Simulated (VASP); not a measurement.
The system is Zr4Al.

```
CELL_PARAMETERS angstrom
4.66058 0.00000 0.00000
0.00000 4.66058 0.00000
0.00000 0.00000 4.66058
ATOMIC_POSITIONS crystal
Zr 0.00000 0.50000 0.50000
Zr 0.50000 0.00000 0.50000
Zr 0.50000 0.50000 0.00000
Zr 0.50000 0.50000 0.50000
Al 0.00000 0.00000 0.00000
```

The cell was generated, and may not be a known phase.

```yaml
Program: VASP 6.6.1
Task: relaxation of cell and atoms
Functional: PBE
Potentials_or_basis: VASP PAW PBE potentials, release 64 (Zr_sv, Al)
Cutoff: 500 eV
k_mesh: 4 × 4 × 4
Occupations: gaussian, width 0.1 eV
Spin: no spin polarisation
```

At the start: pressure 26.9 GPa; volume 20.25 Å³/atom.

Q: Where does the relaxation end?

A: Over 4 steps the energy falls by 463.0 meV/atom and the volume is 26.66 Å³/atom (+31.7 %); space group Pm-3m (No. 221, to 0.1 Å) before and after.

Step by step:
```
step  energy change (eV)  largest force (eV/Å)  pressure (GPa)  volume (Å³)
   1              0.0000                0.0000           26.93       101.23
   2             -1.5005                0.0000           -8.37       159.72
   3             -2.3138                0.0000           -0.44       134.05
   4             -2.3150                0.0000           -0.06       133.28
```

Final structure:
```
Zr Al
1.0
     5.10806    0.00000    0.00000
     0.00000    5.10806    0.00000
     0.00000    0.00000    5.10806
Zr Al
4 1
Direct
  0.00000 0.50000 0.50000
  0.50000 0.00000 0.50000
  0.50000 0.50000 0.00000
  0.50000 0.50000 0.50000
  0.00000 0.00000 0.00000
```

Caveat: the volume moved by over 15 % at a fixed basis, so the end points are rough.
